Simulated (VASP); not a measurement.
Input of a VASP 6.6.1 run:

Contents of INCAR:

```
SYSTEM = Cr
PREC = Accurate
ENCUT = 500
EDIFF = 1E-6
ISMEAR = -1
SIGMA = 0.06122561905347299
LREAL = .FALSE.
LASPH = .TRUE.
NELM = 120
ALGO = Normal
ISIF = 2
LWAVE = .FALSE.
LCHARG = .TRUE.
GGA = PE
LELF = .TRUE.
LVHAR = .TRUE.
NBANDS = 12
GGA_COMPAT = .FALSE.
```

The input KPOINTS:

```
regular mesh
0
G
  16 16 16
  0 0 0
```

POSCAR

```
Cr
1.0
    2.3392300289      0.0000000000      0.0000000000
    0.0000000000      2.3392300289      0.0000000000
    0.0000000000      0.0000000000      2.3392300289
Cr
1
Direct
    0.0000000000      0.0000000000      0.0000000000
```

Potentials or basis: VASP PAW PBE potentials, release 64 (Cr_pv).

Launch:

```sh
$ cat potpaw_PBE.64/Cr_pv/POTCAR > POTCAR
$ mpirun -np 1 vasp_std > vasp.out
```

(1) What does it give for the pressure?

(2) Estimate the band gap on the k mesh.

Answers

(1) 0.1 GPa.

(2) zero (band 6 reaches 10.71 eV, above the bottom of band 7 at 8.98 eV).

Caveat: the run has no spin polarisation, though such a crystal can be magnetic.
